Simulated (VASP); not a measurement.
# AlN (P3m1) in VASP: a series of runs

The runs below take AlN through single point, with PBE.

Everything below comes from runs of VASP 6.6.1. Logs are shortened: lines on timing, memory, paths and dates and some standing lists are left out, and cuts for length are marked.

**1. The cell of the first run**

Symmetry: P3m1, No. 156, trigonal system. Conventional cell: a = 3.130 Å, b = 3.130 Å, c = 9.886 Å, α = 90.00°, β = 90.00°, γ = 120.00°. Al (site symmetry 3m) has 4 N at 1.90 to 1.91 Å within 2.5 Å. Within 2.5 Å of Al (site symmetry 3m) lie 4 N at 1.90 to 1.91 Å. Within 2.3 Å of Al (site symmetry 3m) lie 4 N at 1.76 to 1.90 Å. Al (site symmetry 3m) has 4 N at 1.90 to 1.91 Å within 2.5 Å. Within 2.5 Å of N (site symmetry 3m) lie 4 Al at 1.90 to 1.91 Å. Within 2.5 Å of N (site symmetry 3m) lie 4 Al at 1.90 to 1.91 Å. N (site symmetry 3m) has 4 Al at 1.76 to 1.90 Å within 2.3 Å. N (site symmetry 3m) has 4 Al at 1.90 to 1.91 Å within 2.5 Å.

**2. Single point, PBE**

INCAR reads:

```
SYSTEM = AlN
PREC = Accurate ; ENCUT = 520
EDIFF = 1E-6 ; ISMEAR = 0
SIGMA = 0.05 ; LREAL = .FALSE.
LASPH = .TRUE. ; NELM = 80
ALGO = Normal ; ISIF = 2
LWAVE = .FALSE. ; LCHARG = .FALSE.
GGA = PE ; NBANDS = 26
```

KPOINTS reads:

```
regular mesh
0
G
  8 8 3
  0 0 0
```

POSCAR reads:

```
AlN
1.0
   -3.1302395629      0.0000000000      0.0000000000
   -1.5651197814     -2.7108669814      0.0000000000
    0.0000000000      0.0000000000      9.8859593112
Al N
4 4
Direct
    0.3333333333      0.3333333333      0.6645468448
    0.3333333333      0.3333333333      0.1569603277
    0.6666666667      0.6666666667      0.9183401034
    0.6666666667      0.6666666667      0.4107535863
    0.3333333333      0.3333333333      0.8582127067
    0.3333333333      0.3333333333      0.3506261895
    0.6666666667      0.6666666667      0.0968329309
    0.6666666667      0.6666666667      0.6044194481
```

Potentials or basis: VASP PAW PBE potentials, release 64 (Al, N).

Run with:

```sh
cat potpaw_PBE.64/Al/POTCAR potpaw_PBE.64/N/POTCAR > POTCAR
mpirun -np 1 vasp_std > vasp.out
```

OUTCAR:

```text
SYSTEM = AlN
   PREC = Accurate
   ENCUT = 520
   EDIFF = 1E-6
   ISMEAR = 0
   LREAL = .FALSE.
   LASPH = .TRUE.
   NELM = 80
   ISIF = 2
   GGA = PE

 ion  position               nearest neighbor table
   1  0.333  0.333  0.665-   8 1.90   8 1.90   8 1.90   5 1.91   4 3.09   4 3.09   4 3.09   3 3.09
                             3 3.09   3 3.09
   2  0.333  0.333  0.157-   7 1.90   7 1.90   7 1.90   6 1.91   3 2.97   3 2.97   3 2.97   4 3.09
                             4 3.09   4 3.09
   3  0.667  0.667  0.918-   7 1.76   5 1.90   5 1.90   5 1.90   2 2.97   2 2.97   2 2.97   1 3.09
                             1 3.09   1 3.09
   4  0.667  0.667  0.411-   6 1.90   6 1.90   6 1.90   8 1.91   1 3.09   1 3.09   1 3.09   2 3.09
                             2 3.09   2 3.09
   5  0.333  0.333  0.858-   3 1.90   3 1.90   3 1.90   1 1.91
   6  0.333  0.333  0.351-   4 1.90   4 1.90   4 1.90   2 1.91
   7  0.667  0.667  0.097-   3 1.76   2 1.90   2 1.90   2 1.90
   8  0.667  0.667  0.604-   1 1.90   1 1.90   1 1.90   4 1.91

  LATTYP: Found a hexagonal cell.
 ALAT       =     3.1302395629
 C/A-ratio  =     3.1582117319

  Lattice vectors:

 A1 = (   1.5651197814,   2.7108669814,   0.0000000000)
 A2 = (  -3.1302395629,   0.0000000000,   0.0000000000)
 A3 = (   0.0000000000,   0.0000000000,   9.8859593112)

Analysis of symmetry for initial positions (statically):
=====================================================================
 Subroutine PRICEL returns:
 Original cell was already a primitive cell.

 Routine SETGRP: Setting up the symmetry group for a
 hexagonal supercell.

 Subroutine GETGRP returns: Found  6 space group operations
 (whereof  6 operations were pure point group operations)
 out of a pool of 24 trial point group operations.

The static configuration has the point symmetry C_3v.

Analysis of symmetry for dynamics (positions and initial velocities):
=====================================================================
 Subroutine PRICEL returns:
 Original cell was already a primitive cell.

 Routine SETGRP: Setting up the symmetry group for a
 hexagonal supercell.

 Subroutine GETGRP returns: Found  6 space group operations
 (whereof  6 operations were pure point group operations)
 out of a pool of 24 trial point group operations.

The dynamic configuration has the point symmetry C_3v.

 Subroutine INISYM returns: Found  6 space group operations
 (whereof  6 operations are pure point group operations),
 and found     1 'primitive' translations

----------------------------------------------------------------------------------------

                                     Primitive cell

  volume of cell :      83.8889

  direct lattice vectors                    reciprocal lattice vectors
    -3.130239563  0.000000000  0.000000000    -0.319464367  0.184442838  0.000000000
    -1.565119781 -2.710866981  0.000000000     0.000000000 -0.368885676  0.000000000
     0.000000000  0.000000000  9.885959311     0.000000000  0.000000000  0.101153562

  length of vectors
     3.130239563  3.130239563  9.885959311     0.368885676  0.368885676  0.101153562

  position of ions in fractional coordinates (direct lattice)
     0.333333333  0.333333333  0.664546845
     0.333333333  0.333333333  0.156960328
     0.666666667  0.666666667  0.918340103
     0.666666667  0.666666667  0.410753586
     0.333333333  0.333333333  0.858212707
     0.333333333  0.333333333  0.350626189
     0.666666667  0.666666667  0.096832931
     0.666666667  0.666666667  0.604419448

  ion indices of the primitive-cell ions
   primitive index   ion index
                 1           1
                 2           2
                 3           3
                 4           4
                 5           5
                 6           6
                 7           7
                 8           8

----------------------------------------------------------------------------------------

 KPOINTS: regular mesh

Automatic generation of k-mesh.
 Grid dimensions read from file:
 generate k-points for:    8    8    3

 Generating k-lattice:

  Cartesian coordinates                     Fractional coordinates (reciprocal lattice)
    -0.039933046  0.023055355  0.000000000     0.125000000  0.000000000  0.000000000
     0.000000000 -0.046110710  0.000000000     0.000000000  0.125000000  0.000000000
     0.000000000  0.000000000  0.033717854     0.000000000  0.000000000  0.333333333

  Length of vectors
     0.046110710  0.046110710  0.033717854

  Shift w.r.t. Gamma in fractional coordinates (k-lattice)
     0.000000000  0.000000000  0.000000000

 Subroutine IBZKPT returns following result:
 ===========================================

 Found     25 irreducible k-points:

 Following reciprocal coordinates:
            Coordinates               Weight
  0.000000  0.000000  0.000000      1.000000
  0.125000  0.000000  0.000000      6.000000
  0.250000  0.000000  0.000000      6.000000
  0.375000 -0.000000  0.000000      6.000000
  0.500000  0.000000  0.000000      3.000000
  0.250000  0.125000  0.000000      6.000000
[... 16 lines left out ...]
  0.375000  0.500000  0.333333     12.000000
  0.500000  0.250000  0.333333     12.000000
   k-points           NKPTS =     25   k-points in BZ     NKDIM =     25   number of bands    NBANDS=     26
   number of dos      NEDOS =    301   number of ions     NIONS =      8
   total plane-waves  NPLWV =  46080
   dimension x,y,z NGX =    24 NGY =   24 NGZ =   80
   dimension x,y,z NGXF=    48 NGYF=   48 NGZF=  160
   ions per type =               4   4
   NGX,Y,Z   is equivalent  to a cutoff of  12.75, 12.75, 13.45 a.u.
   NGXF,Y,Z  is equivalent  to a cutoff of  25.49, 25.49, 26.91 a.u.
 SYSTEM =  AlN
   PREC   = accura    normal or accurate (medium, high low for compatibility)
   ISTART =      0    job   : 0-new  1-cont  2-samecut
   ICHARG =      2    charge: 1-file 2-atom 10-const
   ISPIN  =      1    spin polarized calculation?
   LNONCOLLINEAR =      F non collinear calculations
   LSORBIT =      F    spin-orbit coupling
   LASPH  =      T    aspherical Exc in radial PAW
   ENCUT  =  520.0 eV  38.22 Ry    6.18 a.u.   5.82  5.82 18.38*2*pi/ulx,y,z
   NELM   =     80;   NELMIN=  2; NELMDL= -5     # of ELM steps
   EDIFF  = 0.1E-05   stopping-criterion for ELM
   LREAL  =      F    real-space projection
   EDIFFG = 0.1E-04   stopping-criterion for IOM
   NSW    =      0    number of steps for IOM
   IBRION =     -1    ionic relax: 0-MD 1-quasi-New 2-CG
   NFREE  =      0    steps in history (QN), initial steepest desc. (CG)
   ISIF   =      2    stress and relaxation
   ISYM   =      2    0-nonsym 1-usesym 2-fastsym
   POTIM  = 0.5000    time-step for ionic-motion
   TEBEG  =    0.0;   TEEND  =   0.0 temperature during run
   PSTRESS=    0.0 pullay stress
   NELECT =      32.0000    total number of electrons
   NUPDOWN=      -1.0000    fix difference up-down
   EMIN   =  10.00;   EMAX   =-10.00  energy-range for DOS
   EFERMI =   0.00;   METHOD = LEGACY
   ISMEAR =     0;   SIGMA  =   0.05  broadening in eV -4-tet -1-fermi 0-gaus
   EFERMI_NEDOS =   21; number of points for ismear=-14 and -15
   IALGO  =     38    algorithm
   IMIX   =      4    mixing-type and parameters
     AMIX     =   0.40;   BMIX     =  1.00
     AMIX_MAG =   1.60;   BMIX_MAG =  1.00
  volume/ion in A,a.u.               =      10.49        70.76
  Fermi-wavevector in a.u.,A,eV,Ry     =   1.187289  2.243652 19.179539  1.409656
  Thomas-Fermi vector in A             =   2.323444
   LORBIT       =      0    0 simple, 1 ext, 2 COOP (PROOUT), +10 PAW based schemes
   GGA     = PE    functional components
   LHFCALC =     F    Hartree Fock is set to
   AEXX    =    0.0000 exact exchange contribution
   IVDW    =     0    specifies the selected vdW correction
   LEPSILON=     F    determine dielectric tensor
   LRPA    =     F    only Hartree local field effects (RPA)
 non-spin polarized calculation
 Gauss-broadening in eV      SIGMA  =   0.05
  energy-cutoff  :      520.00
  volume of cell :       83.89
 maximum number of plane-waves:      2278
   NGX = 11   NGY = 11   NGZ = 37

 number of electron      31.9999997 magnetization

 Free energy of the ion-electron system (eV)
  ---------------------------------------------------
  ext. energy  EPLUGINS =         0.00000000
  ---------------------------------------------------
  free energy    TOTEN  =       -59.37580327 eV

  energy without entropy =      -59.37580327  energy(sigma->0) =      -59.37580327

 E-fermi :   6.3891     XC(G=0): -10.8897

 val. band max:        6.1210238482   @ k =   0.0000   0.0000   0.0000
 cond. band min:      10.2681751650   @ k =   0.0000   0.0000   0.0000
 fundamental gap:      4.1471513168
 Fermi energy:         6.3890883692

 k-point     1 :       0.0000    0.0000    0.0000
  band No.  band energies     occupation
      1      -9.1327      2.00000
      2      -8.2607      2.00000
      3      -8.0063      2.00000
      4      -6.8234      2.00000
      5       0.1578      2.00000
      6       2.7414      2.00000
[... 18 lines left out ...]
     25      16.9885      0.00000
     26      17.3785      0.00000

 k-point     2 :       0.1250    0.0000    0.0000
  band No.  band energies     occupation
      1      -8.9408      2.00000
      2      -8.0927      2.00000
      3      -7.8401      2.00000
      4      -6.7187      2.00000
      5       0.3881      2.00000
      6       2.6634      2.00000
[... 18 lines left out ...]
     25      17.5176      0.00000
[... 608 lines left out ...]
     25      16.6089      0.00000
     26      16.9909      0.00000

 k-point    24 :       0.5000    0.2500    0.3333
  band No.  band energies     occupation
      1      -7.3423      2.00000
      2      -6.9304      2.00000
      3      -6.5381      2.00000
      4      -6.2768      2.00000
      5       1.0470      2.00000
      6       1.2995      2.00000
[... 18 lines left out ...]
     25      17.0655      0.00000
     26      17.3305      0.00000

 [... further k-points ...]

------------------------ aborting loop because EDIFF is reached ----------------------------------------

  FORCE on cell =-STRESS in cart. coord.  units (eV):
  Direction    XX          YY          ZZ          XY          YZ          ZX
  --------------------------------------------------------------------------------------
  -------------------------------------------------------------------------------------
  Total        0.2146495      0.2146495      4.9238159     -0.0000000      0.0000000      0.0000000
  in kB        4.0995477      4.0995477     94.0389526     -0.0000000      0.0000000      0.0000000
  external PRESSURE =      34.0793494 kB  Pullay stress =       0.0000000 kB

 VOLUME and BASIS-vectors are now :
 -----------------------------------------------------------------------------
  energy-cutoff  :      520.00
  volume of cell :       83.89
      direct lattice vectors                 reciprocal lattice vectors
    -3.130239563  0.000000000  0.000000000    -0.319464367  0.184442838  0.000000000
    -1.565119781 -2.710866981  0.000000000     0.000000000 -0.368885676  0.000000000
     0.000000000  0.000000000  9.885959311     0.000000000  0.000000000  0.101153562

 POSITION                                       TOTAL-FORCE (eV/Angst)
 -----------------------------------------------------------------------------------
     -1.56512     -0.90362      6.56968         0.000000      0.000000      0.155451
     -1.56512     -0.90362      1.55170         0.000000      0.000000      0.337671
     -3.13024     -1.80724      9.07867         0.000000      0.000000     -2.600314
     -3.13024     -1.80724      4.06069         0.000000      0.000000      0.150447
     -1.56512     -0.90362      8.48426         0.000000      0.000000     -0.253744
     -1.56512     -0.90362      3.46628        -0.000000     -0.000000     -0.157440
     -3.13024     -1.80724      0.95729        -0.000000     -0.000000      2.515479
     -3.13024     -1.80724      5.97527        -0.000000      0.000000     -0.147549
 -----------------------------------------------------------------------------------
    total drift:                               -0.000000     -0.000000      0.000749

  FREE ENERGIE OF THE ION-ELECTRON SYSTEM (eV)
  ---------------------------------------------------
  free  energy   TOTEN  =       -59.3758032706 eV

  energy  without entropy=      -59.3758032706  energy(sigma->0) =      -59.37580327
```

Run time: 73 s. Hardware: 1 thread of AMD EPYC 7R13, shared host; peak memory 0.18 GiB.

What came out:

| Quantity | Value |
| --- | --- |
| Free energy | -59.3758 eV |
| Pressure | 3.4 GPa |
| Largest force | 2.600 eV/Å |
| Band gap on the k mesh | 4.15 eV |

Forces on the atoms (eV/Å):
```
Al   0.000  0.000  0.155
Al   0.000  0.000  0.338
Al   0.000  0.000 -2.600
Al   0.000  0.000  0.150
N    0.000  0.000 -0.254
N    0.000  0.000 -0.157
N    0.000  0.000  2.515
N    0.000  0.000 -0.148
```

Caveat: forces of over 1 eV/Å act on the atoms, so gaps and moduli don't describe the material at rest. A k mesh can miss the band edges.

**3. Single point, PBE**

This run uses another cell than the first one, of 10.91 Å³/atom, 1.040 times its volume.

INCAR reads:

```
SYSTEM = AlN
PREC = Accurate ; ENCUT = 520
EDIFF = 1E-6 ; ISMEAR = 0
SIGMA = 0.05 ; LREAL = .False.
LASPH = .True. ; NELM = 60
ALGO = Normal ; ISIF = 2
LWAVE = .False. ; LCHARG = .True.
GGA = PE ; LELF = .True.
LVHAR = .True. ; NBANDS = 26
```

KPOINTS reads:

```
Automatic mesh
0
Gamma
  8 8 3
  0 0 0
```

POSCAR reads:

```
AlN
1.0
   -3.1302395629      0.0000000000      0.0000000000
   -1.5651197814     -2.7108669814      0.0000000000
    0.0000000000      0.0000000000     10.2859593112
Al N
4 4
Direct
    0.3333333333      0.3333333333      0.6387039721
    0.3333333333      0.3333333333      0.1508564603
    0.6666666667      0.6666666667      0.8826277279
    0.6666666667      0.6666666667      0.3947802162
    0.3333333333      0.3333333333      0.8248385631
    0.3333333333      0.3333333333      0.3369910514
    0.6666666667      0.6666666667      0.0930672955
    0.6666666667      0.6666666667      0.5809148072
```

Potentials or basis: VASP PAW PBE potentials, release 64 (Al, N).

Run with:

```sh
cat potpaw_PBE.64/Al/POTCAR potpaw_PBE.64/N/POTCAR > POTCAR
mpirun -np 1 vasp_std > vasp.out
```

Wall time 81 s (1 thread of AMD EPYC 7R13, shared host); peak memory 0.18 GiB.

It converged, with:

```
Free energy            : -59.2756 eV
Pressure               : -3.3 GPa
Largest force          : 1.614 eV/Å
Band gap on the k mesh : 3.60 eV
```

Forces in eV/Å, atoms in the order of the input:
```
Al   0.000  0.000 -0.281
Al   0.000  0.000 -0.591
Al   0.000  0.000  1.614
Al   0.000  0.000 -0.279
N    0.000  0.000  0.370
N    0.000  0.000  0.291
N    0.000  0.000 -1.394
N    0.000  0.000  0.271
```

Stress tensor (GPa, compression positive):
```
-0.98  0.00  0.00
 0.00 -0.98  0.00
 0.00  0.00 -7.97
```

Levels at points of the mesh, in eV from the valence-band top:
```csv
k point,band 14,band 15,band 16,band 17,band 18,band 19
"(0.00, 0.00, 0.00)",-0.15,0.00,0.00,3.60,5.88,6.10
"(0.50, 0.00, 0.00)",-1.36,-1.18,-0.65,4.80,4.95,5.52
```

Caveat: forces of over 1 eV/Å act on the atoms, so gaps and moduli don't describe the material at rest.
